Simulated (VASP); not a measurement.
A run of VASP 6.6.1 is set up as follows.

INCAR

```
ALGO     = Normal         # electronic algorithm
EDIFF    = 1E-6           # SCF threshold, eV
ENCUT    = 520            # plane-wave cutoff, eV
GGA      = PS             # functional
ISIF     = 2              # what is computed and relaxed
ISMEAR   = 0              # smearing method
LASPH    = T              # aspherical terms in the spheres
LCHARG   = T              # write CHGCAR
LELF     = T              # ELF
LREAL    = F              # projectors in reciprocal space
LVHAR    = T            
LWAVE    = F              # write WAVECAR
NBANDS   = 51             # bands
NELM     = 80             # most SCF steps
PREC     = Accurate       # precision mode
SIGMA    = 0.15           # smearing width, eV
```

File KPOINTS:

```
k-points
0
Gamma
  4 4 4
```

The input POSCAR:

```
Rb3AuCl6
1.0
    0.0000000000      5.5217540000      5.5217540000
    5.5217540000      0.0000000000      5.5217540000
    5.5217540000      5.5217540000      0.0000000000
Rb Au Cl
3 1 6
Direct
    0.7500000000      0.7500000000      0.7500000000
    0.2500000000      0.2500000000      0.2500000000
    0.5000000000      0.5000000000      0.5000000000
    0.0000000000      0.0000000000      0.0000000000
    0.7751740000      0.2248260000      0.2248260000
    0.2248260000      0.2248260000      0.7751740000
    0.2248260000      0.7751740000      0.7751740000
    0.2248260000      0.7751740000      0.2248260000
    0.7751740000      0.2248260000      0.7751740000
    0.7751740000      0.7751740000      0.2248260000
```

Potentials or basis: VASP PAW PBE potentials, release 64 (Rb_sv, Au, Cl).

Launch:

```console
$ cat potpaw_PBE.64/Rb_sv/POTCAR potpaw_PBE.64/Au/POTCAR potpaw_PBE.64/Cl/POTCAR > POTCAR
$ mpirun -np 1 vasp_std > vasp.out
```

Question: Predict the largest force.

Answer: 0.072 eV/Å.

Question: What does it give for the band gap on the k mesh?

Answer: Zero (band 40 reaches 0.36 eV, above the bottom of band 41 at 0.13 eV).

Question: Estimate the pressure.

Answer: -0.7 GPa.

Forces on the atoms (eV/Å):
```
Rb   0.000  0.000  0.000
Rb   0.000  0.000  0.000
Rb   0.000  0.000  0.000
Au   0.000  0.000  0.000
Cl  -0.072  0.000  0.000
Cl   0.000  0.000 -0.072
Cl   0.072  0.000  0.000
Cl   0.000 -0.072  0.000
Cl   0.000  0.072  0.000
Cl   0.000  0.000  0.072
```

Caveat: the PAW data sets were made with another functional, which shifts forces and pressure a little; spin-orbit coupling is left out, which moves the levels of the heavy elements.
